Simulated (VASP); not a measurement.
Wanted: the native input for a VASP 6.6.1 run.

- Task: single point
- Functional: LDA
- Potentials or basis: VASP PAW LDA potentials, release 64 (Si, C)
- Cutoff: 600 eV
- k mesh: 8 × 8 × 8
- Occupations: fermi-dirac, width 0.02 eV
- Spin: no spin polarisation
- Dipole correction: no
- Further INCAR settings: ALGO = Normal; EDIFF = 1e-06; NBANDS = 11

The structure of SiC (Moissanite 3C) lies in POSCAR:

```
SiC
1.0
    0.0000000000      2.1790000000      2.1790000000
    2.1790000000      0.0000000000      2.1790000000
    2.1790000000      2.1790000000      0.0000000000
Si C
1 1
Direct
    0.0000000000      0.0000000000      0.0000000000
    0.2500000000      0.2500000000      0.2500000000
```

The input as run:

INCAR

```
ALGO     = Normal         # electronic algorithm
EDIFF    = 1E-6           # SCF threshold, eV
ENCUT    = 600            # plane-wave cutoff, eV
GGA_COMPAT= F            
ISIF     = 2              # what is computed and relaxed
ISMEAR   = -1             # smearing method
LASPH    = T              # aspherical terms in the spheres
LCHARG   = T              # write CHGCAR
LELF     = T              # ELF
LREAL    = F              # projectors in reciprocal space
LVHAR    = T            
LWAVE    = F              # write WAVECAR
NBANDS   = 11             # bands
NELM     = 120            # most SCF steps
PREC     = Accurate       # precision mode
SIGMA    = 0.02           # smearing width, eV
```

KPOINTS

```
k-points
0
Gamma
  8 8 8
```

Potentials or basis: VASP PAW LDA potentials, release 64 (Si, C).

Launch:

```console
$ cat potpaw_LDA.64/Si/POTCAR potpaw_LDA.64/C/POTCAR > POTCAR
$ mpirun -np 1 vasp_std > vasp.out
```

Results of the run:

```
Pressure               : -4.2 GPa
Band gap on the k mesh : 1.30 eV, indirect (least direct gap 4.50 eV)
```

Wall time 24 s on 1 thread of Intel Xeon 8259CL, on a shared host, peak memory 0.14 GiB.
